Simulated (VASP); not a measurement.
Crystal: SiC (Moissanite).

```
CELL_PARAMETERS angstrom
3.07600 0.00000 0.00000
-1.53800 2.66389 0.00000
0.00000 0.00000 5.04800
ATOMIC_POSITIONS crystal
Si 0.66667 0.33333 0.50000
Si 0.33333 0.66667 0.00000
C 0.66667 0.33333 0.88500
C 0.33333 0.66667 0.38500
```

Base run:

| Property | Result |
| --- | --- |
| Program | VASP 6.6.1 |
| Functional | PBEsol |
| Dispersion | D4 |
| Potentials or basis | VASP PAW PBE potentials, release 64 (Si, C) |
| Cutoff | 520 eV |
| k mesh | 10 × 10 × 5 |
| Occupations | fermi-dirac, width 0.05 eV |
| Spin | no spin polarisation |

Its results: band gap on the k mesh 2.32 eV, indirect (least direct gap 3.96 eV); pressure -1.8 GPa; largest force 0.743 eV/Å.

Problem. After a change of settings the same cell gave: band gap on the k mesh 2.48 eV, indirect (least direct gap 4.08 eV); pressure -0.6 GPa; largest force 0.739 eV/Å. Which change was it?
A. functional from PBEsol to r2SCAN; dispersion from D4 to none
B. functional from PBEsol to revPBE; dispersion from D4 to D3(BJ)
C. functional from PBEsol to BLYP; further incar settings from ALGO = Normal; EDIFF = 1e-06; NBANDS = 16 to ALGO = Normal; EDIFF = 1e-07; NBANDS = 16
D. functional from PBEsol to PBE

Solution. D.

PBE binds less tightly than PBEsol, so the same cell stands under more pressure.

Caveats: the PAW data sets were made with another functional, which shifts forces and pressure a little (some runs).
